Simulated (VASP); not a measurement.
# MnPt2 (P-3m1) in VASP: notebook, part 2 of 2

VASP 6.6.1. Earlier steps stand in the parts before.

## (5) Single point, r2SCAN, collinear spin, ferromagnetic start

This run uses another cell than the first one, of 16.33 Å³/atom.

Contents of POSCAR:

```
MnPt2
1.0
    2.9144658307      0.0000000000      0.0000000000
   -1.4572329154      2.5240014479      0.0000000000
    0.0000000000      0.0000000000      6.6606248409
Pt Mn
2 1
Direct
    0.6666666667      0.3333333333      0.3162060000
    0.3333333333      0.6666666667      0.6837940000
    0.0000000000      0.0000000000      0.0000000000
```

Contents of INCAR.step1:

```
SYSTEM = MnPt2
ALGO = Normal
EDIFF = 1E-4
ENCUT = 520
GGA = PE
ISMEAR = -1
ISPIN = 2
LASPH = .True.
LCHARG = .False.
LMAXMIX = 4
LREAL = .False.
LWAVE = .True.
MAGMOM = 0 0 4
NBANDS = 28
NELM = 150
PREC = Accurate
SIGMA = 0.05
```

Contents of INCAR.step2:

```
SYSTEM = MnPt2
ALGO = Normal
EDIFF = 1E-6
ENCUT = 520
ISIF = 2
ISMEAR = -1
ISPIN = 2
ISTART = 1
LASPH = .True.
LCHARG = .False.
LMAXMIX = 4
LMIXTAU = .True.
LORBIT = 11
LREAL = .False.
LWAVE = .False.
MAGMOM = 0 0 4
METAGGA = R2SCAN
NBANDS = 28
NELM = 150
PREC = Accurate
SIGMA = 0.05
```

Contents of KPOINTS:

```
k-points
0
Gamma
  11 11 4
  0 0 0
```

Started as:

```bash
$ cat potpaw_PBE.64/Pt/POTCAR potpaw_PBE.64/Mn_pv/POTCAR > POTCAR
$ cp INCAR.step1 INCAR
$ mpirun -np 1 vasp_std > vasp.out
$ cp INCAR.step2 INCAR
$ mpirun -np 1 vasp_std > vasp.out
```

Wall time 28 min (1 thread of AMD EPYC, shared host); peak memory 0.26 GiB.

Results (log left out):

* Free energy: -118.9748 eV
* Pressure: -11.6 GPa
* Largest force: 0.093 eV/Å
* Net moment: 4.83 μB per cell
* Site moments: Pt +0.28; Mn +4.11 μB
* Valence electrons inside the program's atomic spheres: Pt 9.14; Mn 11.46

Forces on the atoms (eV/Å):
```
Pt   0.000  0.000 -0.093
Pt   0.000  0.000  0.093
Mn   0.000  0.000  0.000
```

Stress tensor (GPa, compression positive):
```
-11.88   0.00   0.00
  0.00 -11.88   0.00
  0.00   0.00 -11.14
```

Levels at points of the mesh, in eV from the Fermi level:
Spin up:
```tsv
k point	band 17	band 18	band 19	band 20	band 21	band 22
(0.00, 0.00, 0.00)	-2.13	-1.27	-1.27	-1.16	-1.16	9.97
(0.00, 0.00, 0.50)	-1.81	-1.81	-0.54	-0.54	0.41	5.61
```
Spin down:
| k point | band 12 | band 13 | band 14 | band 15 | band 16 | band 17 | band 18 | band 19 |
| --- | --- | --- | --- | --- | --- | --- | --- | --- |
| (0.00, 0.00, 0.00) | -2.41 | -1.83 | -1.83 | -1.00 | -1.00 | 1.51 | 2.07 | 2.07 |
| (0.00, 0.00, 0.50) | -1.61 | -1.61 | -1.37 | -1.37 | 0.45 | 1.05 | 2.13 | 2.13 |

Caveat: the cell stands under tension; the PAW data sets were made with another functional, which shifts forces and pressure a little; spin-orbit coupling is left out, which moves the levels of the heavy elements.

## (6) Single point, PBEsol, collinear spin, zero start

Contents of INCAR:

```
SYSTEM = MnPt2
  PREC = Accurate
  ENCUT = 520
  EDIFF = 1E-7
  ISMEAR = -1
  SIGMA = 0.05
  LREAL = .FALSE.
  LASPH = .TRUE.
  NELM = 150
  ALGO = Normal
  ISIF = 2
  LWAVE = .FALSE.
  LCHARG = .FALSE.
  ISPIN = 2
  MAGMOM = 0 0 0
  LORBIT = 11
  NUPDOWN = 0.0
  LMAXMIX = 4
  GGA = PS
  NBANDS = 28
```

Contents of KPOINTS:

```
Automatic mesh
0
G
  9 9 4
  0 0 0
```

Contents of POSCAR:

```
MnPt2
1.0
    2.8584044518      0.0000000000      0.0000000000
   -1.4292022259      2.4754508696      0.0000000000
    0.0000000000      0.0000000000      6.5325040000
Pt Mn
2 1
Direct
    0.6666666667      0.3333333333      0.3162060000
    0.3333333333      0.6666666667      0.6837940000
    0.0000000000      0.0000000000      0.0000000000
```

Potentials or basis: VASP PAW PBE potentials, release 64 (Pt, Mn_pv).

Started as:

```bash
$ cat potpaw_PBE.64/Pt/POTCAR potpaw_PBE.64/Mn_pv/POTCAR > POTCAR
$ mpirun -np 1 vasp_std > vasp.out
```

OUTCAR:

```text
SYSTEM = MnPt2
   PREC = Accurate
   ENCUT = 520
   EDIFF = 1E-7
   ISMEAR = -1
   LREAL = .FALSE.
   LASPH = .TRUE.
   NELM = 150
   ISIF = 2
   ISPIN = 2
   LORBIT = 11
   NUPDOWN = 0.0
   GGA = PS

 ion  position               nearest neighbor table
   1  0.667  0.333  0.316-   3 2.64   3 2.64   3 2.64   2 2.91   2 2.91   2 2.91
   2  0.333  0.667  0.684-   3 2.64   3 2.64   3 2.64   1 2.91   1 2.91   1 2.91
   3  0.000  0.000  0.000-   1 2.64   2 2.64   1 2.64   2 2.64   1 2.64   2 2.64

  LATTYP: Found a hexagonal cell.
 ALAT       =     2.8584044518
 C/A-ratio  =     2.2853672775

  Lattice vectors:

 A1 = (   2.8584044518,   0.0000000000,   0.0000000000)
 A2 = (  -1.4292022259,   2.4754508696,   0.0000000000)
 A3 = (   0.0000000000,   0.0000000000,   6.5325040000)

Analysis of symmetry for initial positions (statically):
=====================================================================
 Subroutine PRICEL returns:
 Original cell was already a primitive cell.

 Routine SETGRP: Setting up the symmetry group for a
 hexagonal supercell.

 Subroutine GETGRP returns: Found 12 space group operations
 (whereof 12 operations were pure point group operations)
 out of a pool of 24 trial point group operations.

The static configuration has the point symmetry D_3d.

Analysis of symmetry for dynamics (positions and initial velocities):
=====================================================================
 Subroutine PRICEL returns:
 Original cell was already a primitive cell.

 Routine SETGRP: Setting up the symmetry group for a
 hexagonal supercell.

 Subroutine GETGRP returns: Found 12 space group operations
 (whereof 12 operations were pure point group operations)
 out of a pool of 24 trial point group operations.

The dynamic configuration has the point symmetry D_3d.

Analysis of structural, dynamic, and magnetic symmetry:
=====================================================================
 Subroutine PRICEL returns:
 Original cell was already a primitive cell.

 Routine SETGRP: Setting up the symmetry group for a
[... 156 lines left out ...]
  energy without entropy =      -23.08212561  energy(sigma->0) =      -23.10472943

 E-fermi :   9.2234     XC(G=0): -13.0489

 val. band max:        9.2034113482   @ k =   0.4444   0.0000   0.2500
 cond. band min:       9.2291347736   @ k =   0.3333   0.3333   0.2500
 fundamental gap:      0.0257234254
 Fermi energy:         9.2234284337

 spin component 1

 k-point     1 :       0.0000    0.0000    0.0000
  band No.  band energies     occupation
      1     -38.8338      1.00000
      2     -38.6165      1.00000
      3     -38.6165      1.00000
      4       0.0400      1.00000
      5       2.2069      1.00000
      6       3.9290      1.00000
[... 733 lines left out ...]
     27      24.5155      0.00000
     28      24.9326      0.00000

 [... further k-points ...]

 spin component 2

 k-point     1 :       0.0000    0.0000    0.0000
  band No.  band energies     occupation
      1     -38.8338      1.00000
      2     -38.6165      1.00000
      3     -38.6165      1.00000
      4       0.0400      1.00000
      5       2.2069      1.00000
      6       3.9290      1.00000
[... 733 lines left out ...]
     27      24.5155      0.00000
     28      24.9326      0.00000

 [... further k-points ...]

------------------------ aborting loop because EDIFF is reached ----------------------------------------

  FORCE on cell =-STRESS in cart. coord.  units (eV):
  Direction    XX          YY          ZZ          XY          YZ          ZX
  --------------------------------------------------------------------------------------
  -------------------------------------------------------------------------------------
  Total       -8.5863051     -8.5863051     -5.1853009      0.0000000      0.0000000      0.0000000
  in kB     -297.6180208   -297.6180208   -179.7326058      0.0000000      0.0000000      0.0000000
  external PRESSURE =    -258.3228825 kB  Pullay stress =       0.0000000 kB

 VOLUME and BASIS-vectors are now :
 -----------------------------------------------------------------------------
  energy-cutoff  :      520.00
  volume of cell :       46.22
      direct lattice vectors                 reciprocal lattice vectors
     2.858404452  0.000000000  0.000000000     0.349845523  0.201983407  0.000000000
    -1.429202226  2.475450870  0.000000000     0.000000000  0.403966814  0.000000000
     0.000000000  0.000000000  6.532504000     0.000000000  0.000000000  0.153080656

 POSITION                                       TOTAL-FORCE (eV/Angst)
 -----------------------------------------------------------------------------------
      1.42920      0.82515      2.06562        -0.000000      0.000000     -0.344633
     -0.00000      1.65030      4.46689         0.000000      0.000000      0.344633
      0.00000      0.00000      0.00000        -0.000000      0.000000      0.000000
 -----------------------------------------------------------------------------------
    total drift:                                0.000000     -0.000000     -0.000000

  FREE ENERGIE OF THE ION-ELECTRON SYSTEM (eV)
  ---------------------------------------------------
  free  energy   TOTEN  =       -23.1273332509 eV

  energy  without entropy=      -23.0821256147  energy(sigma->0) =      -23.10472943

 total charge

# of ion       s       p       d       tot
------------------------------------------
    1        0.640   0.545   7.968   9.153
    2        0.640   0.545   7.968   9.153
    3        0.311   6.257   5.003  11.570
--------------------------------------------------
tot          1.591   7.347  20.938  29.876

 magnetization (x)

# of ion       s       p       d       tot
------------------------------------------
    1        0.000  -0.000   0.000   0.000
    2        0.000  -0.000   0.000   0.000
    3        0.000   0.000  -0.000  -0.000
--------------------------------------------------
tot          0.000   0.000   0.000   0.000
```

OSZICAR:

```text
N       E                     dE             d eps       ncg     rms          rms(c)
DAV:   1     0.274659829857E+03    0.27466E+03   -0.16648E+04  4840   0.126E+03
DAV:   2    -0.140141956214E+02   -0.28867E+03   -0.26738E+03  4880   0.342E+02
DAV:   3    -0.260820552104E+02   -0.12068E+02   -0.11613E+02  5300   0.763E+01
DAV:   4    -0.262222595254E+02   -0.14020E+00   -0.14003E+00  5496   0.809E+00
DAV:   5    -0.262246916914E+02   -0.24322E-02   -0.24321E-02  5312   0.111E+00    0.203E+01
DAV:   6    -0.368931169223E+02   -0.10668E+02   -0.30844E+01  5228   0.603E+01    0.434E+01
DAV:   7    -0.233765964942E+02    0.13517E+02   -0.12669E+01  5788   0.657E+01    0.989E+00
DAV:   8    -0.231443364665E+02    0.23226E+00   -0.10699E+00  5208   0.659E+00    0.262E+00
DAV:   9    -0.231362640631E+02    0.80724E-02   -0.29849E-02  5324   0.134E+00    0.175E+00
DAV:  10    -0.231274465324E+02    0.88175E-02   -0.12782E-02  5440   0.107E+00    0.397E-01
DAV:  11    -0.231273636988E+02    0.82834E-04   -0.53411E-04  5364   0.194E-01    0.258E-01
DAV:  12    -0.231273373648E+02    0.26334E-04   -0.96250E-05  5240   0.683E-02    0.811E-02
DAV:  13    -0.231273339625E+02    0.34023E-05   -0.11726E-05  5228   0.238E-02    0.225E-02
DAV:  14    -0.231273332896E+02    0.67293E-06   -0.67101E-07  5416   0.499E-03    0.873E-03
DAV:  15    -0.231273330808E+02    0.20882E-06   -0.15315E-07  4032   0.261E-03    0.361E-03
DAV:  16    -0.231273332424E+02   -0.16164E-06   -0.16814E-08  2672   0.915E-04    0.193E-03
DAV:  17    -0.231273332509E+02   -0.84387E-08   -0.37454E-09  2668   0.446E-04
   1 F= -.23127333E+02 E0= -.23104729E+02  d E =-.452076E-01  mag=     0.0000
```

stdout:

```text
POSCAR found type information on POSCAR PtMn
 POSCAR found :  2 types and       3 ions
 scaLAPACK will be used
 -----------------------------------------------------------------------------
|                                                                             |
|                                                                             |
|     You enforced a specific xc type in the INCAR file but a different       |
|     I HOPE YOU KNOW WHAT YOU ARE DOING!                                     |
|                                                                             |
 -----------------------------------------------------------------------------

 LDA part: xc-table for (Slater+PW92), standard interpolation
 POSCAR, INCAR and KPOINTS ok, starting setup
 FFT: planning ... GRIDC
 FFT: planning ... GRID_SOFT
 FFT: planning ... GRID
 WAVECAR not read
 entering main loop
```

Run time: 50 s. Hardware: 1 thread of Intel Xeon 6975P-C (Granite Rapids), shared host; peak memory 0.24 GiB.

Results:

- Free energy: -23.1273 eV
- Pressure: -25.8 GPa
- Largest force: 0.345 eV/Å
- Net moment: 0.00 μB per cell
- Valence electrons inside the program's atomic spheres: Pt 9.15; Mn 11.57

Forces in eV/Å, atoms in the order of the input:
```
Pt   0.000  0.000 -0.345
Pt   0.000  0.000  0.345
Mn   0.000  0.000  0.000
```

Caveat: the stress differs along the axes, from -30 to -18 GPa; the PAW data sets were made with another functional, which shifts forces and pressure a little; spin-orbit coupling is left out, which moves the levels of the heavy elements; the total moment is fixed, so each spin has its own Fermi level.

## (7) The runs side by side

```csv
level,spin,fixed moment (μB),cell,k mesh,cutoff (eV),smearing,grid for exact exchange (PRECFOCK),share of exact exchange,gap on the mesh (eV),pressure (GPa),moment (μB),largest force (eV/Å)
r2SCAN0,"collinear, ferromagnetic start",-,"a = 2.858, b = 2.858, c = 6.533 Å, angles 90.0, 90.0, 120.0°, 3 atoms",6 × 6 × 2,440,fermi-dirac 0.05 eV,Normal,0.25,none,-3.4,4.89,0.18
r2SCAN,"collinear, ferromagnetic start",-,"a = 2.858, b = 2.858, c = 6.533 Å, angles 90.0, 90.0, 120.0°, 3 atoms",15 × 15 × 6,550,fermi-dirac 0.1 eV,-,-,none,-1.7,4.85,0.05
r2SCAN,"collinear, ferromagnetic start",-,"a = 2.896, b = 2.896, c = 6.618 Å, angles 90.0, 90.0, 120.0°, 3 atoms",11 × 11 × 4,520,fermi-dirac 0.05 eV,-,-,none,-8.8,4.83,0.05
r2SCAN,"collinear, ferromagnetic start",-,"a = 2.914, b = 2.914, c = 6.661 Å, angles 90.0, 90.0, 120.0°, 3 atoms",11 × 11 × 4,520,fermi-dirac 0.05 eV,-,-,none,-11.6,4.83,0.09
PBEsol,"collinear, zero start",0.0,"a = 2.858, b = 2.858, c = 6.533 Å, angles 90.0, 90.0, 120.0°, 3 atoms",9 × 9 × 4,520,fermi-dirac 0.05 eV,-,-,-,-25.8,0.00,0.34
```

Alike in all rows: task single point; potentials or basis VASP PAW PBE potentials, release 64 (Pt, Mn_pv).

Caveats: some runs use coarse meshes; the PAW data sets were made with another functional, which shifts forces and pressure a little; spin-orbit coupling is left out, which moves the levels of the heavy elements; the cell stands under tension (at least some runs); the stress differs along the axes, from -30 to -18 GPa (at least some runs); the total moment is fixed, so each spin has its own Fermi level (at least some runs).

Total energies depend on the potentials used, so only differences within one code and one set of settings carry meaning.

The gap in the log of VASP goes by the Fermi energy; the results here count the filled bands.